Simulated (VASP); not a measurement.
Wanted: the native input for a VASP 6.6.1 run.

```yaml
Task: single point
Functional: LDA
Potentials_or_basis: VASP PAW LDA potentials, release 64 (Ta_pv, H)
Cutoff: 520 eV
k_mesh: 6 × 6 × 1
Occupations: gaussian, width 0.1 eV
Spin: no spin polarisation
Dipole_correction: yes
Further_INCAR_settings: ALGO = Normal; EDIFF = 1e-06; NBANDS = 44
```

The structure of Ta3H lies in POSCAR:

```
Ta3H
1.0
    4.6002247492      0.0000000000      0.0000000000
   -2.3001123746      3.9839114959      0.0000000000
    0.0000000000      0.0000000000     22.4017722044
Ta H
6 2
Direct
    0.6666666667      0.3333333333      0.1785573018
    0.3333333333      0.6666666667      0.2204743848
    0.0000000000      0.0000000000      0.2623914678
    0.6666666667      0.3333333333      0.3016814391
    0.3333333333      0.6666666667      0.3385386112
    0.0000000000      0.0000000000      0.3750494438
    0.2334469093      0.6666666667      0.5357510154
    0.4332197574      0.6666666667      0.5357510154
```

One way to write it, as run:

INCAR

```
ALGO = Normal
DIPOL = 0.5 0.5 0.344
EDIFF = 1E-6
ENCUT = 520
GGA = CA
IDIPOL = 3
ISIF = 2
ISMEAR = 0
LASPH = True
LCHARG = True
LDIPOL = True
LELF = True
LREAL = False
LVACPOTAV = True
LVHAR = True
LWAVE = False
NBANDS = 44
NELM = 100
PREC = Accurate
SIGMA = 0.1
```

KPOINTS

```
k-points
0
Gamma
  6 6 1
```

Potentials or basis: VASP PAW LDA potentials, release 64 (Ta_pv, H).

Run with:

```console
$ cat potpaw_LDA.64/Ta_pv/POTCAR potpaw_LDA.64/H/POTCAR > POTCAR
$ mpirun -np 1 vasp_std > vasp.out
```

It gave:

* Largest force: 3.104 eV/Å

Run time: 5.2 min on 1 thread of Intel(R) Xeon(R) 6975P-C (Granite Rapids), with other jobs on the host, peak memory 0.47 GiB.
